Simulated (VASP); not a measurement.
A run of VASP 6.6.1 is set up as follows.

File INCAR:

```
ALGO = Normal ; EDIFF = 1E-7
ENCUT = 520 ; GGA = PS
ISIF = 2 ; ISMEAR = 0
LASPH = T ; LCHARG = F
LREAL = F ; LWAVE = F
NBANDS = 16 ; NELM = 100
PREC = Accurate ; SIGMA = 0.02
```

The input KPOINTS:

```
k-points
0
Gamma
  10 10 8
```

The input POSCAR:

```
Si
1.0
    2.6625787399      2.6625787399      0.0000000000
   -2.6625787399      2.6625787399      0.0000000000
    0.0000000000      0.0000000000      5.3251574797
Si
4
Direct
    0.0000000000      0.5000000000      0.2500000000
    0.0000000000      0.0000000000      0.5000000000
    0.5000000000      0.0000000000      0.7500000000
    0.5000000000      0.5000000000      0.0000000000
```

Potentials or basis: VASP PAW PBE potentials, release 64 (Si).

The run is started by

```console
$ cat potpaw_PBE.64/Si/POTCAR > POTCAR
$ mpirun -np 1 vasp_std > vasp.out
```

Question: Predict the band gap on the k mesh.

Answer: 0.35 eV.

Question: What does it give for the pressure?

Answer: 6.6 GPa.

Caveat: the cell differs from its parent crystal (equal strain along all axes, cell held: -2.0 %); the cell stands under pressure; the PAW data sets were made with another functional, which shifts forces and pressure a little. A k mesh can miss the band edges.
